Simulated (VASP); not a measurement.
# Ir (P6_3/mmc) in VASP: notebook, part 2 of 2

VASP 6.6.1. Earlier steps stand in the parts before.

## Step 3: Single point, r2SCAN, collinear spin

File POSCAR:

```
Ir
1.0
    2.7513778946      0.0000000000      0.0000000000
   -1.3756889473      2.3827631521      0.0000000000
    0.0000000000      0.0000000000      4.4622900000
Ir
2
Direct
    0.6666666667      0.3333333333      0.7500000000
    0.3333333333      0.6666666667      0.2500000000
```

File INCAR.step1:

```
SYSTEM = Ir
PREC     = Accurate       ! precision mode
ENCUT    = 550            ! plane-wave cutoff, eV
ISMEAR   = -1             ! smearing method
SIGMA    = 0.08           ! smearing width, eV
LREAL    = .FALSE.        ! projectors in reciprocal space
LASPH    = .TRUE.         ! aspherical terms in the spheres
NELM     = 200            ! most SCF steps
ISPIN    = 2              ! spin polarisation
MAGMOM   = 0.1 0.1        ! initial moments
NUPDOWN  = 0.2            ! fixed moment
LMAXMIX  = 4              ! l up to which the mixer works
NBANDS   = 28             ! bands
GGA      = PE             ! functional
ALGO     = Normal         ! electronic algorithm
EDIFF    = 1E-5           ! SCF threshold, eV
LWAVE    = .TRUE.         ! write WAVECAR
LCHARG   = .FALSE.        ! write CHGCAR
GGA_COMPAT= .FALSE.
```

File INCAR.step2:

```
SYSTEM = Ir
PREC     = Accurate       ! precision mode
ENCUT    = 550            ! plane-wave cutoff, eV
EDIFF    = 1E-6           ! SCF threshold, eV
ISMEAR   = -1             ! smearing method
SIGMA    = 0.08           ! smearing width, eV
LREAL    = .FALSE.        ! projectors in reciprocal space
LASPH    = .TRUE.         ! aspherical terms in the spheres
NELM     = 200            ! most SCF steps
ALGO     = Normal         ! electronic algorithm
ISIF     = 2              ! what is computed and relaxed
LWAVE    = .FALSE.        ! write WAVECAR
LCHARG   = .FALSE.        ! write CHGCAR
ISPIN    = 2              ! spin polarisation
MAGMOM   = 0.1 0.1        ! initial moments
LORBIT   = 11             ! projections on sites
NUPDOWN  = 0.2            ! fixed moment
LMAXMIX  = 4              ! l up to which the mixer works
METAGGA  = R2SCAN         ! meta-GGA
LMIXTAU  = .TRUE.       
NBANDS   = 28             ! bands
ISTART   = 1            
GGA_COMPAT= .FALSE.
```

File KPOINTS:

```
regular mesh
0
G
  14 14 8
  0 0 0
```

Potentials or basis: VASP PAW PBE potentials, release 64 (Ir_sv_GW).

The run is started by

```bash
cat potpaw_PBE.64/Ir_sv_GW/POTCAR > POTCAR
cp INCAR.step1 INCAR
mpirun -np 1 vasp_std > vasp.out
cp INCAR.step2 INCAR
mpirun -np 1 vasp_std > vasp.out
```

OUTCAR:

```text
SYSTEM = Ir
   PREC = Accurate
   ENCUT = 550
   EDIFF = 1E-6
   ISMEAR = -1
   LREAL = .FALSE.
   LASPH = .TRUE.
   NELM = 200
   ISIF = 2
   ISPIN = 2
   LORBIT = 11
   NUPDOWN = 0.2
   METAGGA = R2SCAN
   ISTART = 1

 ion  position               nearest neighbor table
   1  0.667  0.333  0.750-   2 2.74   2 2.74   2 2.74   2 2.74   2 2.74   2 2.74
   2  0.333  0.667  0.250-   1 2.74   1 2.74   1 2.74   1 2.74   1 2.74   1 2.74

  LATTYP: Found a hexagonal cell.
 ALAT       =     2.7513778946
 C/A-ratio  =     1.6218382828

  Lattice vectors:

 A1 = (   2.7513778946,   0.0000000000,   0.0000000000)
 A2 = (  -1.3756889473,   2.3827631521,   0.0000000000)
 A3 = (   0.0000000000,   0.0000000000,   4.4622900000)

Analysis of symmetry for initial positions (statically):
=====================================================================
 Subroutine PRICEL returns:
 Original cell was already a primitive cell.

 Routine SETGRP: Setting up the symmetry group for a
 hexagonal supercell.

 Subroutine GETGRP returns: Found 24 space group operations
 (whereof 12 operations were pure point group operations)
 out of a pool of 24 trial point group operations.

The static configuration has the point symmetry D_3d.
 The point group associated with its full space group is D_6h.

Analysis of symmetry for dynamics (positions and initial velocities):
=====================================================================
 Subroutine PRICEL returns:
 Original cell was already a primitive cell.

 Routine SETGRP: Setting up the symmetry group for a
 hexagonal supercell.

 Subroutine GETGRP returns: Found 24 space group operations
 (whereof 12 operations were pure point group operations)
 out of a pool of 24 trial point group operations.

The dynamic configuration has the point symmetry D_3d.
 The point group associated with its full space group is D_6h.

Analysis of structural, dynamic, and magnetic symmetry:
[... 149 lines left out ...]

 number of electron      34.0000000 magnetization       0.2000000

 Free energy of the ion-electron system (eV)
  ---------------------------------------------------
  ext. energy  EPLUGINS =         0.00000000
  ---------------------------------------------------
  free energy    TOTEN  =      -105.62483224 eV

  energy without entropy =     -105.57357843  energy(sigma->0) =     -105.59920533

 E-fermi :  12.1099     XC(G=0): -15.6576

 val. band max:       12.1684290557   @ k =   0.2143   0.1429   0.3750
 cond. band min:      12.1241547058   @ k =   0.3571   0.2857   0.1250
 fundamental gap:     -0.0442743498
 Fermi energy:        12.1693467586

 spin component 1

 k-point     1 :       0.0000    0.0000    0.0000
  band No.  band energies     occupation
      1     -82.9298      1.00000
      2     -82.8650      1.00000
      3     -39.5619      1.00000
      4     -38.8908      1.00000
      5     -38.8908      1.00000
      6     -38.7962      1.00000
[... 733 lines left out ...]
     27      27.9904      0.00000
     28      36.9664      0.00000

 [... further k-points ...]

 spin component 2

 k-point     1 :       0.0000    0.0000    0.0000
  band No.  band energies     occupation
      1     -82.8600      1.00000
      2     -82.7951      1.00000
      3     -39.4656      1.00000
      4     -38.8026      1.00000
      5     -38.8026      1.00000
      6     -38.6971      1.00000
[... 733 lines left out ...]
     27      28.0142      0.00000
     28      36.9957      0.00000

 [... further k-points ...]
[... 5 lines left out ...]
  --------------------------------------------------------------------------------------
  -------------------------------------------------------------------------------------
  Total       -1.8929758     -1.8929758     -2.0361802      0.0000000      0.0000000      0.0000000
  in kB     -103.6732543   -103.6732543   -111.5161811      0.0000000      0.0000000      0.0000000
  external PRESSURE =    -106.2875632 kB  Pullay stress =       0.0000000 kB

 VOLUME and BASIS-vectors are now :
 -----------------------------------------------------------------------------
  energy-cutoff  :      550.00
  volume of cell :       29.25
      direct lattice vectors                 reciprocal lattice vectors
     2.751377895  0.000000000  0.000000000     0.363454254  0.209840411  0.000000000
    -1.375688947  2.382763152  0.000000000     0.000000000  0.419680823  0.000000000
     0.000000000  0.000000000  4.462290000     0.000000000  0.000000000  0.224100182

 POSITION                                       TOTAL-FORCE (eV/Angst)
 -----------------------------------------------------------------------------------
      1.37569      0.79425      3.34672         0.000000      0.000000      0.000000
     -0.00000      1.58851      1.11557        -0.000000      0.000000      0.000000
 -----------------------------------------------------------------------------------
    total drift:                                0.000000     -0.000000      0.000000

  FREE ENERGIE OF THE ION-ELECTRON SYSTEM (eV)
  ---------------------------------------------------
  free  energy   TOTEN  =      -105.6248322407 eV

  energy  without entropy=     -105.5735784290  energy(sigma->0) =     -105.59920533

 total charge

# of ion       s       p       d       f       tot
--------------------------------------------------
    1        3.664   6.101   6.313   0.022  16.101
    2        3.664   6.101   6.313   0.022  16.101
--------------------------------------------------
tot          7.329  12.202  12.626   0.045  32.201

 magnetization (x)

# of ion       s       p       d       f       tot
--------------------------------------------------
    1        0.014  -0.000   0.101   0.000   0.115
    2        0.014  -0.000   0.101   0.000   0.115
--------------------------------------------------
tot          0.027  -0.000   0.203   0.000   0.230
```

OSZICAR.step1:

```text
N       E                     dE             d eps       ncg     rms          rms(c)
DAV:   1     0.353142995355E+03    0.35314E+03   -0.24645E+04 14112   0.135E+03
DAV:   2    -0.100706578455E+02   -0.36321E+03   -0.35151E+03 15904   0.464E+02
DAV:   3    -0.209075004624E+02   -0.10837E+02   -0.10711E+02 15648   0.747E+01
DAV:   4    -0.209468066148E+02   -0.39306E-01   -0.39293E-01 14684   0.499E+00
DAV:   5    -0.209468993615E+02   -0.92747E-04   -0.92746E-04 15128   0.242E-01    0.958E+01
DAV:   6    -0.188886389069E+02    0.20583E+01   -0.27922E+00 14128   0.127E+01    0.494E+01
DAV:   7    -0.187391548997E+02    0.14948E+00   -0.89247E-01 15232   0.665E+00    0.967E+00
DAV:   8    -0.187007037176E+02    0.38451E-01   -0.12589E-01 13896   0.309E+00    0.126E+00
DAV:   9    -0.187006037021E+02    0.10002E-03   -0.34506E-03 15112   0.428E-01    0.931E-01
DAV:  10    -0.187003589594E+02    0.24474E-03   -0.13987E-04 14584   0.121E-01    0.313E-01
DAV:  11    -0.187002400092E+02    0.11895E-03   -0.13202E-04 14408   0.121E-01    0.122E-01
DAV:  12    -0.187002432544E+02   -0.32452E-05   -0.28785E-06  7404   0.157E-02
   1 F= -.18700243E+02 E0= -.18673714E+02  d E =-.530584E-01  mag=     0.2000
```

Run time: 12 min. Hardware: 1 thread of Intel Xeon Platinum 8259CL at 2.50GHz (Skylake/Cascade Lake), shared host; peak memory 0.3 GiB.

Results:

```yaml
Free_energy: -105.6248 eV
Pressure: -10.6 GPa
Net_moment: 0.20 μB per cell
Site_moments: Ir +0.12 μB
Valence_electrons_inside_the_program's_atomic_spheres: Ir 16.10
```

Stress tensor (GPa, compression positive):
```
-10.37   0.00   0.00
  0.00 -10.37   0.00
  0.00   0.00 -11.15
```

Caveat: the cell stands under tension; the PAW data sets were made with another functional, which shifts forces and pressure a little; spin-orbit coupling is left out, which moves the levels of the heavy elements; the total moment is fixed, so each spin has its own Fermi level.
